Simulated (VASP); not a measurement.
Input of a VASP 6.6.1 run:

INCAR

```
SYSTEM = LiCu
ALGO = Normal ; EDIFF = 1E-6
ENCUT = 880 ; GGA = PE
GGA_COMPAT = .FALSE. ; ISIF = 2
ISMEAR = 0 ; LASPH = .TRUE.
LCHARG = .FALSE. ; LREAL = .FALSE.
LWAVE = .FALSE. ; NBANDS = 18
NELM = 120 ; PREC = Accurate
SIGMA = 0.1
```

Contents of KPOINTS:

```
k-points
0
G
  20 20 16
  0 0 0
```

Contents of POSCAR:

```
LiCu
1.0
    2.4989481432      0.0000000000      0.0000000000
    0.0000000000      2.4989481432      0.0000000000
    0.0000000000      0.0000000000      3.6352032288
Li Cu
1 1
Direct
    0.5000000000      0.5000000000      0.5000000000
    0.0000000000      0.0000000000      0.0000000000
```

Potentials or basis: VASP PAW PBE potentials, release 64 (Li_sv, Cu_sv_GW).

Run with:

```sh
$ cat potpaw_PBE.64/Li_sv/POTCAR potpaw_PBE.64/Cu_sv_GW/POTCAR > POTCAR
$ mpirun -np 1 vasp_std > vasp.out
```

Problem. What does it give for the pressure?

Solution. 8.5 GPa.

Problem. Predict the band gap on the k mesh.

Solution. Zero (bands 11 and 12 overlap by 7.10 eV).

Caveat: the cell stands under pressure.
